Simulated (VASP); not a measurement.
Cd: single point with PBEsol

Cd:

```
CELL_PARAMETERS angstrom
2.94421 0.00000 0.00000
-1.47211 2.54976 0.00000
0.00000 0.00000 5.61031
ATOMIC_POSITIONS crystal
Cd 0.33333 0.66667 0.25000
Cd 0.66667 0.33333 0.75000
```

```json
{
  "Program": "VASP 6.6.1",
  "Task": "single point",
  "Functional": "PBEsol",
  "Potentials or basis": "VASP PAW PBE potentials, release 64 (Cd)",
  "Cutoff": "520 eV",
  "k mesh": "24 × 24 × 10",
  "Occupations": "gaussian, width 0.1 eV",
  "Spin": "no spin polarisation"
}
```

* Pressure: 0.5 GPa
* Band gap on the k mesh: zero (band 12 reaches 4.43 eV, above the bottom of band 13 at -0.16 eV)

Stress tensor (GPa, compression positive):
```
0.68 0.00 0.00
0.00 0.68 0.00
0.00 0.00 0.00
```

Levels at points of the mesh, in eV from the Fermi level:
```tsv
k point	band 9	band 10	band 11	band 12	band 13	band 14	band 15	band 16
(0.00, 0.00, 0.00)	-8.67	-8.41	-8.41	-3.20	-3.11	10.44	14.67	14.90
(0.50, 0.00, 0.00)	-8.12	-8.10	-2.38	-1.79	1.99	3.05	3.28	5.32
(0.00, 0.00, 0.50)	-8.52	-8.52	-7.52	-7.52	3.62	3.62	15.01	15.01
(0.50, 0.00, 0.50)	-8.11	-8.11	-1.60	-1.60	0.19	0.19	8.10	8.10
```

Wall time 4.2 min on 1 thread of Intel(R) Xeon(R) Platinum 8259CL CPU @ 2.50GHz (Skylake/Cascade Lake), on a shared host, peak memory 0.34 GiB.

Caveat: the PAW data sets were made with another functional, which shifts forces and pressure a little.
